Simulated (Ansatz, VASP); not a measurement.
**One calculation of MgSI, two programs**

```xyz
3
Lattice="3.4510 0.0000 0.0000 0.0000 3.4510 0.0000 0.0000 0.0000 10.0473" Properties=species:S:1:pos:R:3 pbc="T T T"
Mg    0.0000    0.0000    0.0000
S     1.7255    1.7255    0.0000
I     1.7255    1.7255    5.0237
```

Change from the starting cell: species swapped into the YCoC type (P4/mmm, No. 123).

Alike in both runs: functional PBE; k mesh 14 × 14 × 6; occupations gaussian, width 0.1 eV; no spin polarisation.

Ansatz relaxed the structure, and its values are those at the end. VASP's run is a single point on that final structure, the one shown.

|  | VASP | Ansatz |
| --- | --- | --- |
| version | VASP 6.6.1 | Ansatz 0.2.0 |
| potentials or method | VASP PAW PBE potentials, release 64 (Mg, S, I), cutoff 520 eV | scalar-relativistic, plane waves, PAW |
| valence electrons in the cell | 15 | 33 |

|  | VASP | Ansatz | Ansatz less VASP |
| --- | --- | --- | --- |
| gap on the k mesh at the Fermi level (eV) | none | none | - |
| pressure (GPa) | -0.1 | 0.0 | +0.07 |

A gap of «none» marks a metal or a gap that the smearing closes. VASP's potentials hold 15 valence electrons a cell and Ansatz's 33, so a difference there can come from the potentials and not from the codes.

Neither program's run includes spin-orbit coupling.
